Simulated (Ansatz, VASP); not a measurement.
One calculation of SrTiO3, two programs

File INCAR:

```
PREC = Accurate ; ENCUT = 520
EDIFF = 1E-7 ; ISMEAR = 0
SIGMA = 0.05 ; LREAL = F
LASPH = T ; NELM = 60
ALGO = Normal ; ISIF = 2
LWAVE = F ; LCHARG = T
GGA = PS ; LELF = T
LVHAR = T ; NBANDS = 51
```

KPOINTS

```
Automatic mesh
0
Gamma
  8 8 8
```

POSCAR

```
SrTiO3
1.0
   -2.7435446834      2.7915567154      3.9043133139
    2.7435446834     -2.7915567154      3.9043133139
    2.7435446834      2.7915567154     -3.9043133139
Sr Ti O
2 2 6
Direct
    0.7500000000      0.2500000000      0.5000000000
    0.2500000000      0.7500000000      0.5000000000
    0.0000000000      0.0000000000      0.0000000000
    0.5000000000      0.5000000000      0.0000000000
    0.2500000000      0.2500000000      0.0000000000
    0.7500000000      0.7500000000      0.0000000000
    0.7253545255      0.2253545255      0.9507090510
    0.2253545255      0.2746454745      0.5000000000
    0.2746454745      0.7746454745      0.0492909490
    0.7746454745      0.7253545255      0.5000000000
```

Input for Ansatz:

```yaml
crystal:
  lattice:
    - [-2.7435446834, 2.7915567154, 3.9043133139]
    - [2.7435446834, -2.7915567154, 3.9043133139]
    - [2.7435446834, 2.7915567154, -3.9043133139]
  atoms:
    - { symbol: Sr, position: [0.75, 0.25, 0.5] }
    - { symbol: Sr, position: [0.25, 0.75, 0.5] }
    - { symbol: Ti, position: [0.0, 0.0, 0.0] }
    - { symbol: Ti, position: [0.5, 0.5, 0.0] }
    - { symbol: O, position: [0.25, 0.25, 0.0] }
    - { symbol: O, position: [0.75, 0.75, 0.0] }
    - { symbol: O, position: [0.7253545255, 0.2253545255, 0.950709051] }
    - { symbol: O, position: [0.2253545255, 0.2746454745, 0.5] }
    - { symbol: O, position: [0.2746454745, 0.7746454745, 0.049290949] }
    - { symbol: O, position: [0.7746454745, 0.7253545255, 0.5] }
basis:
  ecutwfc: 420
kpoints:
  mp_grid: { grid: [8, 8, 8] }
hamiltonian:
  xc: pbesol
scf:
  occupations: { method: gaussian, width: 0.05 }
output:
  forces: true
  stress: true
  eigenvalues: true
```

Change from the starting cell: strain +0.0175 x Voigt [0, 1, 0, 0, 0, 0], atoms carried along.

Alike in both runs: task single point; functional PBEsol; k mesh 8 × 8 × 8; occupations gaussian, width 0.05 eV; no spin polarisation.

|  | VASP | Ansatz |
| --- | --- | --- |
| version | VASP 6.6.1 | Ansatz 0.2.0 |
| potentials or method | VASP PAW PBE potentials, release 64 (Sr_sv, Ti_sv, O), cutoff 520 eV | scalar-relativistic, plane waves, PAW |
| valence electrons in the cell | 80 | 80 |

|  | VASP | Ansatz | Ansatz less VASP |
| --- | --- | --- | --- |
| gap on the k mesh at the Fermi level (eV) | 1.88 | 1.91 | +0.030 |
| least direct gap on the mesh (eV) | 1.88 | 1.91 | +0.030 |
| pressure (GPa) | -2.4 | -3.0 | -0.66 |
| traceless stress, the component that is largest in VASP (GPa) | -2.57 | -2.55 | +0.025 |
| rms of the force components (eV/Å) | 0.013 | 0.010 | -0.0023 |

VASP's potentials were made for PBE, not for PBEsol. Atom by atom the forces differ by 0.002 eV/Å (rms over components).
